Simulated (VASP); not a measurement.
# PbS (R3m) in VASP: settings compared

PbS is run at these levels: PBE, RPBE, BLYP; tasks: single point.

All numbers are computed with VASP 6.6.1; they aren't measurements. Logs are shortened: lines on timing, memory, paths and dates and some standing lists are left out, and cuts for length are marked.

## (1) The cell of the first run

Symmetry: R3m, No. 160, trigonal system. The conventional cell has a = 4.225 Å, b = 4.225 Å, c = 10.356 Å, α = 90.00°, β = 90.00°, γ = 120.00°. Pb (site symmetry 3m) has 6 S at 2.96 to 3.02 Å within 3.9 Å. S (site symmetry 3m) has 6 Pb at 2.96 to 3.02 Å within 3.9 Å.

## (2) Single point, PBE

INCAR reads:

```
SYSTEM = PbS
PREC = Accurate
ENCUT = 500
EDIFF = 1E-6
ISMEAR = 0
SIGMA = 0.1
LREAL = .False.
LASPH = .True.
NELM = 120
ALGO = Normal
ISIF = 2
LWAVE = .False.
LCHARG = .False.
GGA = PE
NBANDS = 17
GGA_COMPAT = .False.
```

KPOINTS reads:

```
regular mesh
0
Gamma
  6 6 6
  0 0 0
```

POSCAR reads:

```
PbS
1.0
    2.1126617058      1.2197458045      3.4519162518
   -2.1126617058      1.2197458045      3.4519162518
    0.0000000000     -2.4394916091      3.4519162518
Pb S
1 1
Direct
    0.9805657800      0.9805657800      0.9805657800
    0.4750355500      0.4750355500      0.4750355500
```

Potentials or basis: VASP PAW PBE potentials, release 64 (Pb_d, S).

Started as:

```
$ cat potpaw_PBE.64/Pb_d/POTCAR potpaw_PBE.64/S/POTCAR > POTCAR
$ mpirun -np 1 vasp_std > vasp.out
```

OUTCAR:

```text
SYSTEM = PbS
   PREC = Accurate
   ENCUT = 500
   EDIFF = 1E-6
   ISMEAR = 0
   LREAL = .False.
   LASPH = .True.
   NELM = 120
   ISIF = 2
   GGA = PE

 ion  position               nearest neighbor table
   1  0.981  0.981  0.981-   2 2.96   2 2.96   2 2.96   2 3.02   2 3.02   2 3.02
   2  0.475  0.475  0.475-   1 2.96   1 2.96   1 2.96   1 3.02   1 3.02   1 3.02

  LATTYP: Found a trigonal (rhomboedric) cell.
 ALAT       =     4.2269191050
 COS(alpha) =     0.5003774362

  Lattice vectors:

 A1 = (   2.1126617058,   1.2197458045,   3.4519162518)
 A2 = (  -2.1126617058,   1.2197458045,   3.4519162518)
 A3 = (   0.0000000000,  -2.4394916091,   3.4519162518)

Analysis of symmetry for initial positions (statically):
=====================================================================
 Subroutine PRICEL returns:
 Original cell was already a primitive cell.

 Routine SETGRP: Setting up the symmetry group for a
 trigonal (rhombohedral) supercell.

 Subroutine GETGRP returns: Found  6 space group operations
 (whereof  6 operations were pure point group operations)
 out of a pool of 12 trial point group operations.

The static configuration has the point symmetry C_3v.

Analysis of symmetry for dynamics (positions and initial velocities):
=====================================================================
 Subroutine PRICEL returns:
 Original cell was already a primitive cell.

 Routine SETGRP: Setting up the symmetry group for a
 trigonal (rhombohedral) supercell.

 Subroutine GETGRP returns: Found  6 space group operations
 (whereof  6 operations were pure point group operations)
 out of a pool of 12 trial point group operations.

The dynamic configuration has the point symmetry C_3v.

 Subroutine INISYM returns: Found  6 space group operations
 (whereof  6 operations are pure point group operations),
 and found     1 'primitive' translations

----------------------------------------------------------------------------------------

                                     Primitive cell

  volume of cell :      53.3717

  direct lattice vectors                    reciprocal lattice vectors
     2.112661706  1.219745805  3.451916252     0.236668274  0.136640492  0.096564722
    -2.112661706  1.219745805  3.451916252    -0.236668274  0.136640492  0.096564722
     0.000000000 -2.439491609  3.451916252     0.000000000 -0.273280984  0.096564722

  length of vectors
     4.226919105  4.226919105  4.226919105     0.289840028  0.289840028  0.289840028
[... 80 lines left out ...]
   NELM   =    120;   NELMIN=  2; NELMDL= -5     # of ELM steps
   EDIFF  = 0.1E-05   stopping-criterion for ELM
   LREAL  =      F    real-space projection
   EDIFFG = 0.1E-04   stopping-criterion for IOM
   NSW    =      0    number of steps for IOM
   IBRION =     -1    ionic relax: 0-MD 1-quasi-New 2-CG
   NFREE  =      0    steps in history (QN), initial steepest desc. (CG)
   ISIF   =      2    stress and relaxation
   ISYM   =      2    0-nonsym 1-usesym 2-fastsym
   POTIM  = 0.5000    time-step for ionic-motion
   TEBEG  =    0.0;   TEEND  =   0.0 temperature during run
   PSTRESS=    0.0 pullay stress
   NELECT =      20.0000    total number of electrons
   NUPDOWN=      -1.0000    fix difference up-down
   EMIN   =  10.00;   EMAX   =-10.00  energy-range for DOS
   EFERMI =   0.00;   METHOD = LEGACY
   ISMEAR =     0;   SIGMA  =   0.10  broadening in eV -4-tet -1-fermi 0-gaus
   EFERMI_NEDOS =   21; number of points for ismear=-14 and -15
   IALGO  =     38    algorithm
   IMIX   =      4    mixing-type and parameters
     AMIX     =   0.40;   BMIX     =  1.00
     AMIX_MAG =   1.60;   BMIX_MAG =  1.00
  volume/ion in A,a.u.               =      26.69       180.08
  Fermi-wavevector in a.u.,A,eV,Ry     =   1.180270  2.230386 18.953411  1.393036
  Thomas-Fermi vector in A             =   2.316565
   LORBIT       =      0    0 simple, 1 ext, 2 COOP (PROOUT), +10 PAW based schemes
   GGA     = PE    functional components
   LHFCALC =     F    Hartree Fock is set to
   AEXX    =    0.0000 exact exchange contribution
   IVDW    =     0    specifies the selected vdW correction
   LEPSILON=     F    determine dielectric tensor
   LRPA    =     F    only Hartree local field effects (RPA)
 non-spin polarized calculation
 Gauss-broadening in eV      SIGMA  =   0.10
  energy-cutoff  :      500.00
  volume of cell :       53.37
 maximum number of plane-waves:      1363
   NGX = 15   NGY = 15   NGZ = 15

 number of electron      20.0000002 magnetization

 Free energy of the ion-electron system (eV)
  ---------------------------------------------------
  ext. energy  EPLUGINS =         0.00000000
  ---------------------------------------------------
  free energy    TOTEN  =        -8.76859291 eV

  energy without entropy =       -8.76858461  energy(sigma->0) =       -8.76858876

 E-fermi :   5.7248     XC(G=0):  -9.5761

 val. band max:        5.4943360196   @ k =   0.5000   0.0000   0.0000
 cond. band min:       5.9552136241   @ k =   0.5000   0.0000   0.0000
 fundamental gap:      0.4608776045
 Fermi energy:         5.7247677350

 k-point     1 :       0.0000    0.0000    0.0000
  band No.  band energies     occupation
      1     -11.2605      2.00000
      2     -11.2602      2.00000
      3     -11.2602      2.00000
      4     -11.2437      2.00000
      5     -11.2437      2.00000
      6      -7.8749      2.00000
[... 457 lines left out ...]
      4     -11.2250      2.00000
      5     -11.2044      2.00000
      6      -6.2668      2.00000
[... 9 lines left out ...]
     16      17.2982      0.00000
     17      17.7857      0.00000

 [... further k-points ...]

------------------------ aborting loop because EDIFF is reached ----------------------------------------

  FORCE on cell =-STRESS in cart. coord.  units (eV):
  Direction    XX          YY          ZZ          XY          YZ          ZX
  --------------------------------------------------------------------------------------
  -------------------------------------------------------------------------------------
  Total        0.2712488      0.2712488      0.2749309      0.0000000     -0.0000000      0.0000000
  in kB        8.1426855      8.1426855      8.2532191      0.0000000     -0.0000000      0.0000000
  external PRESSURE =       8.1795301 kB  Pullay stress =       0.0000000 kB

 VOLUME and BASIS-vectors are now :
 -----------------------------------------------------------------------------
  energy-cutoff  :      500.00
  volume of cell :       53.37
      direct lattice vectors                 reciprocal lattice vectors
     2.112661706  1.219745805  3.451916252     0.236668274  0.136640492  0.096564722
    -2.112661706  1.219745805  3.451916252    -0.236668274  0.136640492  0.096564722
     0.000000000 -2.439491609  3.451916252     0.000000000 -0.273280984  0.096564722

 POSITION                                       TOTAL-FORCE (eV/Angst)
 -----------------------------------------------------------------------------------
      0.00000     -0.00000     10.15449         0.000000      0.000000     -0.012268
      0.00000     -0.00000      4.91935         0.000000     -0.000000      0.012268
 -----------------------------------------------------------------------------------
    total drift:                                0.000000     -0.000000     -0.000003

  FREE ENERGIE OF THE ION-ELECTRON SYSTEM (eV)
  ---------------------------------------------------
  free  energy   TOTEN  =        -8.7685929095 eV

  energy  without entropy=       -8.7685846140  energy(sigma->0) =       -8.76858876
```

Wall time 38 s (1 thread of Intel Xeon 8259CL, shared host); peak memory 0.19 GiB.

What came out:

```
Free energy            : -8.7686 eV
Pressure               : 0.8 GPa
Largest force          : 0.012 eV/Å
Band gap on the k mesh : 0.46 eV
```

Forces in eV/Å, atoms in the order of the input:
```
Pb   0.000  0.000 -0.012
S    0.000  0.000  0.012
```

Caveat: spin-orbit coupling is left out, which moves the levels of the heavy elements.

## (3) Single point, RPBE

INCAR reads:

```
SYSTEM = PbS
PREC     = Accurate       ! precision mode
ENCUT    = 500            ! plane-wave cutoff, eV
EDIFF    = 1E-6           ! SCF threshold, eV
ISMEAR   = 0              ! smearing method
SIGMA    = 0.1            ! smearing width, eV
LREAL    = .FALSE.        ! projectors in reciprocal space
LASPH    = .TRUE.         ! aspherical terms in the spheres
NELM     = 120            ! most SCF steps
ALGO     = Normal         ! electronic algorithm
ISIF     = 2              ! what is computed and relaxed
LWAVE    = .FALSE.        ! write WAVECAR
LCHARG   = .FALSE.        ! write CHGCAR
GGA      = RP             ! functional
NBANDS   = 17             ! bands
GGA_COMPAT= .FALSE.
```

KPOINTS reads:

```
Automatic mesh
0
G
  6 6 6
  0 0 0
```

POSCAR is that of step 2.

Potentials or basis: VASP PAW PBE potentials, release 64 (Pb_d, S).

Started as:

```
$ cat potpaw_PBE.64/Pb_d/POTCAR potpaw_PBE.64/S/POTCAR > POTCAR
$ mpirun -np 1 vasp_std > vasp.out
```

OUTCAR:

```text
SYSTEM = PbS
   PREC = Accurate
   ENCUT = 500
   EDIFF = 1E-6
   ISMEAR = 0
   LREAL = .FALSE.
   LASPH = .TRUE.
   NELM = 120
   ISIF = 2
   GGA = RP

 ion  position               nearest neighbor table
   1  0.981  0.981  0.981-   2 2.96   2 2.96   2 2.96   2 3.02   2 3.02   2 3.02
   2  0.475  0.475  0.475-   1 2.96   1 2.96   1 2.96   1 3.02   1 3.02   1 3.02

  LATTYP: Found a trigonal (rhomboedric) cell.
 ALAT       =     4.2269191050
 COS(alpha) =     0.5003774362

  Lattice vectors:

 A1 = (   2.1126617058,   1.2197458045,   3.4519162518)
[... 667 lines left out ...]

  FORCE on cell =-STRESS in cart. coord.  units (eV):
  Direction    XX          YY          ZZ          XY          YZ          ZX
  --------------------------------------------------------------------------------------
  -------------------------------------------------------------------------------------
  Total        0.9061668      0.9061668      0.9099092      0.0000000     -0.0000000      0.0000000
  in kB       27.2024446     27.2024446     27.3147894      0.0000000     -0.0000000      0.0000000
  external PRESSURE =      27.2398929 kB  Pullay stress =       0.0000000 kB

 VOLUME and BASIS-vectors are now :
 -----------------------------------------------------------------------------
  energy-cutoff  :      500.00
  volume of cell :       53.37
      direct lattice vectors                 reciprocal lattice vectors
     2.112661706  1.219745805  3.451916252     0.236668274  0.136640492  0.096564722
    -2.112661706  1.219745805  3.451916252    -0.236668274  0.136640492  0.096564722
     0.000000000 -2.439491609  3.451916252     0.000000000 -0.273280984  0.096564722

 POSITION                                       TOTAL-FORCE (eV/Angst)
 -----------------------------------------------------------------------------------
      0.00000     -0.00000     10.15449         0.000000      0.000000     -0.019220
      0.00000     -0.00000      4.91935         0.000000     -0.000000      0.019220
 -----------------------------------------------------------------------------------
    total drift:                                0.000000     -0.000000     -0.000115

  FREE ENERGIE OF THE ION-ELECTRON SYSTEM (eV)
  ---------------------------------------------------
  free  energy   TOTEN  =        -8.0864993243 eV

  energy  without entropy=       -8.0864986165  energy(sigma->0) =       -8.08649897
```

stdout:

```text
POSCAR found type information on POSCAR PbS
 POSCAR found :  2 types and       2 ions
 scaLAPACK will be used
 -----------------------------------------------------------------------------
|                                                                             |
|                                                                             |
|     You enforced a specific xc type in the INCAR file but a different       |
|     I HOPE YOU KNOW WHAT YOU ARE DOING!                                     |
|                                                                             |
 -----------------------------------------------------------------------------

 LDA part: xc-table for (Slater+PW92), standard interpolation
 POSCAR, INCAR and KPOINTS ok, starting setup
 FFT: planning ... GRIDC
 FFT: planning ... GRID_SOFT
 FFT: planning ... GRID
 WAVECAR not read
 entering main loop
```

It took 44 s on 1 thread of Intel Xeon 8259CL, shared host; peak memory 0.19 GiB.

Results:

```
Free energy            : -8.0865 eV
Pressure               : 2.7 GPa
Largest force          : 0.019 eV/Å
Band gap on the k mesh : 0.56 eV
```

Forces in eV/Å, atoms in the order of the input:
```
Pb   0.000  0.000 -0.019
S    0.000  0.000  0.019
```

Levels at points of the mesh, in eV from the valence-band top:
```csv
k point,band 7,band 8,band 9,band 10,band 11,band 12,band 13,band 14
"(0.00, 0.00, 0.00)",-6.01,-2.05,-2.05,-2.04,5.20,5.23,5.23,6.87
"(0.50, 0.00, 0.00)",-8.66,-1.68,-1.68,0.00,0.56,2.10,2.10,8.81
"(0.50, 0.50, 0.00)",-7.12,-4.93,-3.26,-3.26,4.07,5.60,5.69,5.71
"(0.50, 0.50, 0.50)",-8.65,-1.68,-1.68,-0.03,0.58,2.10,2.10,8.80
```

Caveat: the PAW data sets were made with another functional, which shifts forces and pressure a little; spin-orbit coupling is left out, which moves the levels of the heavy elements.

(Part 1 of 2 ends here.)
